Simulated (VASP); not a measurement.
Write the native input for VASP 6.6.1 that does the following.

| Quantity | Value |
| --- | --- |
| Task | single point |
| Functional | LDA |
| Potentials or basis | VASP PAW LDA potentials, release 64 (N, B) |
| Cutoff | 520 eV |
| k mesh | 13 × 13 × 13 |
| Occupations | fermi-dirac, width 0.05 eV |
| Spin | no spin polarisation |
| Dipole correction | no |
| Further INCAR settings | ALGO = Normal; EDIFF = 1e-07; NBANDS = 11 |

The structure of BN lies in POSCAR:

```
BN
1.0
    0.0000000000      3.4480760414      2.1368161481
    1.2347160791      0.0000000000      2.1368161481
    1.2347160791      3.4480760414      0.0000000000
N B
1 1
Direct
    0.6666513400      0.6666513400      0.3333486600
    0.0000486500      0.0000486500      0.9999513500
```

These files were run (other wordings do the same):

INCAR

```
ALGO     = Normal         # electronic algorithm
EDIFF    = 1E-7           # SCF threshold, eV
ENCUT    = 520            # plane-wave cutoff, eV
ISIF     = 2              # what is computed and relaxed
ISMEAR   = -1             # smearing method
LASPH    = T              # aspherical terms in the spheres
LCHARG   = F              # write CHGCAR
LREAL    = F              # projectors in reciprocal space
LWAVE    = F              # write WAVECAR
NBANDS   = 11             # bands
NELM     = 100            # most SCF steps
PREC     = Accurate       # precision mode
SIGMA    = 0.05           # smearing width, eV
```

KPOINTS

```
k-points
0
Gamma
  13 13 13
```

Potentials or basis: VASP PAW LDA potentials, release 64 (N, B).

Run with:

```bash
$ cat potpaw_LDA.64/N/POTCAR potpaw_LDA.64/B/POTCAR > POTCAR
$ mpirun -np 1 vasp_std > vasp.out
```

It gave:

```json
{
  "Pressure": "6.1 GPa",
  "Largest force": "0.012 eV/Å",
  "Band gap on the k mesh": "3.71 eV, indirect (least direct gap 4.60 eV)"
}
```

Wall time 2.7 min on 1 thread of AMD EPYC 7R13, on a shared host, peak memory 0.14 GiB.
